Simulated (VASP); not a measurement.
SiO2: relaxation of cell and atoms with LDA

Crystal: SiO2.

```xyz
6
Lattice="-2.3740 2.3740 3.7440 2.3740 -2.3740 3.7440 2.3740 2.3740 -3.7440" Properties=species:S:1:pos:R:3 pbc="T T T"
Si    0.0000    0.0000    0.0000
Si    0.0000    2.3740    1.8720
O     1.1870    2.9599    2.8080
O     0.5858    1.1870    0.9360
O    -1.1870    1.7882    2.8080
O    -0.5858    3.5611    0.9360
```

```yaml
Program: VASP 6.6.1
Task: relaxation of cell and atoms
Functional: LDA
Potentials_or_basis: VASP PAW LDA potentials, release 64 (Si, O)
Cutoff: 600 eV
k_mesh: 8 × 8 × 8
Occupations: gaussian, width 0.02 eV
Spin: no spin polarisation
Dipole_correction: no
Further_INCAR_settings: ALGO = Normal; EDIFF = 1e-06; IBRION = 2; EDIFFG = -0.01; NSW = 80; ISIF = 3
```

```
Relaxed volume                        : 14.74 Å³/atom
Relaxed cell                          : a = 5.040 Å, b = 5.040 Å, c = 5.040 Å, α = 121.45°, β = 121.45°, γ = 87.51°
Space group after relaxing (to 0.1 Å) : I-42d (No. 122)
Energy gained by relaxing             : 7.5 meV/atom
Ionic steps                           : 22
Pressure after relaxing               : 0.0 GPa
Largest force after relaxing          : 0.004 eV/Å
Band gap on the k mesh                : 5.76 eV
```

Forces in eV/Å, atoms in the order of the input:
```
Si   0.000  0.000  0.000
Si   0.000  0.000  0.000
O    0.000 -0.004  0.000
O   -0.004  0.000  0.000
O    0.000  0.004  0.000
O    0.004  0.000  0.000
```

Stress tensor (GPa, compression positive):
```
0.01 0.00 0.00
0.00 0.01 0.00
0.00 0.00 0.10
```

The path:
```tsv
step	energy change (eV)	largest force (eV/Å)	pressure (GPa)	volume (Å³)
1	0.0000	0.2582	-2.61	84.41
2	0.0115	0.2916	4.64	81.63
3	-0.0138	0.0305	0.36	83.21
4	-0.0181	0.0404	0.30	83.35
5	-0.0264	0.0681	0.21	83.73
6	-0.0232	0.1184	-0.05	84.43
7	-0.0283	0.0872	0.11	84.01
8	-0.0312	0.0583	0.37	84.33
9	-0.0369	0.0190	1.09	85.30
10	-0.0372	0.1354	2.19	87.26
11	-0.0384	0.1020	1.83	86.55
12	-0.0388	0.0977	1.77	86.64
13	-0.0401	0.0869	1.58	86.91
14	-0.0422	0.0658	1.19	87.45
15	-0.0444	0.0233	0.42	88.55
16	-0.0446	0.0088	0.17	88.92
17	-0.0446	0.0065	0.13	88.97
18	-0.0446	0.0051	0.12	88.95
19	-0.0448	0.0031	0.09	88.89
20	-0.0449	0.0023	0.03	88.78
21	-0.0451	0.0136	-0.10	88.55
22	-0.0451	0.0037	0.04	88.43
```

Final structure:
```
Si O
1.0
    -2.46440    2.46440    3.64010
     2.46440   -2.46440    3.64010
     2.46440    2.46440   -3.64010
Si O
2 4
Cartesian
  0.0000 0.0000 0.0000
  0.0000 2.4644 1.8201
  1.2322 2.9565 2.7301
  0.4921 1.2322 0.9100
  -1.2322 1.9723 2.7301
  -0.4921 3.6966 0.9100
```

Levels at points of the mesh, in eV from the valence-band top:
```csv
k point,band 14,band 15,band 16,band 17,band 18,band 19
"(0.00, 0.00, 0.00)",-0.70,0.00,0.00,5.76,8.59,10.58
"(0.50, 0.00, 0.00)",-0.78,-0.47,-0.15,8.15,8.75,9.50
"(0.50, 0.50, 0.00)",-0.98,-0.32,-0.32,8.97,8.97,10.07
"(0.50, 0.50, 0.50)",-1.49,-0.31,-0.31,8.73,8.73,10.02
```

Run time: 14 min on 1 thread of AMD EPYC 9R45 (Zen 5) (shared host), peak memory 0.21 GiB.

A k mesh can miss the band edges.
